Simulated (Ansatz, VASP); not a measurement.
One calculation of Al, two programs

File INCAR:

```
PREC = Accurate
ENCUT = 520
EDIFF = 1E-6
ISMEAR = 0
SIGMA = 0.15
LREAL = False
LASPH = True
NELM = 80
ALGO = Normal
ISIF = 2
LWAVE = False
LCHARG = False
GGA = PE
IVDW = 12
NBANDS = 14
```

The input KPOINTS:

```
regular mesh
0
Gamma
  18 18 6
```

POSCAR

```
Al
1.0
    2.7190572195      0.0000000000      0.0000000000
   -1.3595286098      2.3547726264      0.0000000000
    0.0000000000      0.0000000000      9.1085697797
Al
4
Direct
    0.0000000000      0.0000000000      0.0000000000
    0.3333333333      0.6666666667      0.2500000000
    0.0000000000      0.0000000000      0.5000000000
    0.6666666667      0.3333333333      0.7500000000
```

Input for Ansatz:

```yaml
crystal:
  lattice:
    - [2.7190572195, 0.0, 0.0]
    - [-1.3595286098, 2.3547726264, 0.0]
    - [0.0, 0.0, 9.1085697797]
  atoms:
    - { symbol: Al, position: [0.0, 0.0, 0.0] }
    - { symbol: Al, position: [0.3333333333, 0.6666666667, 0.25] }
    - { symbol: Al, position: [0.0, 0.0, 0.5] }
    - { symbol: Al, position: [0.6666666667, 0.3333333333, 0.75] }
basis:
  ecutwfc: 420
kpoints:
  mp_grid: { grid: [18, 18, 6] }
hamiltonian:
  xc: pbe
  pseudopotentials: { kind: paw, azcp: { folder: soft_1 } }
  dispersion: d3bj
scf:
  occupations: { method: gaussian, width: 0.15 }
output:
  forces: true
  stress: true
  eigenvalues: true
```

Alike in both runs: task single point; functional PBE; dispersion D3(BJ); k mesh 18 × 18 × 6; occupations gaussian, width 0.15 eV; no spin polarisation.

|  | VASP | Ansatz |
| --- | --- | --- |
| version | VASP 6.6.1 | Ansatz 0.2.0 |
| potentials or method | VASP PAW PBE potentials, release 64 (Al), cutoff 520 eV | scalar-relativistic, plane waves, PAW |
| valence electrons in the cell | 12 | 12 |

```tsv
	VASP	Ansatz	Ansatz less VASP
gap on the k mesh at the Fermi level (eV)	none	none	-
pressure (GPa)	8.7	8.7	-0.01
traceless stress, the component that is largest in VASP (GPa)	-2.31	-2.31	+0.001
```

A gap of «none» marks a metal or a gap that the smearing closes.
